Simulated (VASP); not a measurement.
Runs of VASP 6.6.1 on PbF2. The structure is that of space group Fm-3m (No. 225), or close to it. The cells are those of the table. 

```tsv
task	level	potentials or basis	cell	k mesh	cutoff (eV)	smearing	gap on the mesh (eV)	pressure (GPa)	relaxed volume (Å³/atom)
relaxation of cell and atoms	PBE	VASP PAW PBE potentials, release 64 (Pb_d, F)	relaxed from a = 3.402 Å, angles 60.0°, 3 atoms	8 × 8 × 8	600	fermi-dirac 0.02 eV	4.42	0.0	16.64
single point	PBEsol	VASP PAW PBE potentials, release 64 (Pb_d, F)	a = 4.171 Å, angles 60.0°, 3 atoms	6 × 6 × 6	520	fermi-dirac 0.02 eV	4.32	-0.2	-
single point	r2SCAN	VASP PAW PBE potentials, release 64 (Pb_d, F)	a = 4.187 Å, angles 60.0°, 3 atoms	6 × 6 × 6	520	fermi-dirac 0.02 eV	(a)	-0.1	-
single point	PBE	VASP PAW PBE potentials, release 64 (Pb_d, F)	a = 4.243 Å, angles 60.0°, 3 atoms	8 × 8 × 8	520	fermi-dirac 0.02 eV	4.42	-0.2	-
single point	r2SCAN	VASP PAW PBE potentials, release 64 (Pb_d, F)	a = 4.187 Å, angles 60.0°, 3 atoms	8 × 8 × 8	520	gaussian 0.01 eV	4.93	-0.1	-
single point	PBE	VASP PAW PBE potentials, release 64 (Pb_d, F)	a = 4.187 Å, angles 60.0°, 3 atoms	8 × 8 × 8	520	fermi-dirac 0.02 eV	4.42	2.7	-
relaxation of cell and atoms	LDA	VASP PAW LDA potentials, release 64 (Pb_d, F)	relaxed from a = 4.243 Å, angles 60.0°, 3 atoms	6 × 6 × 6	600	fermi-dirac 0.02 eV	(b)	0.0	16.34
single point	PBE	VASP PAW PBE potentials, release 64 (Pb_d, F)	a = 4.187 Å, angles 60.0°, 3 atoms	4 × 4 × 4	520	gaussian 0.01 eV	4.42	2.7	-
```

Alike in all rows: no spin polarisation.

Question: Estimate the missing entries.

Answer: (a) 4.96; (b) 4.24.

Caveats: some runs use coarse meshes; spin-orbit coupling is left out, which moves the levels of the heavy elements; the PAW data sets were made with another functional, which shifts forces and pressure a little (some runs); the volume moved by over 15 % at a fixed basis, so the end points are rough (some runs).

A k mesh can miss the band edges, and the runs leave out spin-orbit coupling on Pb.
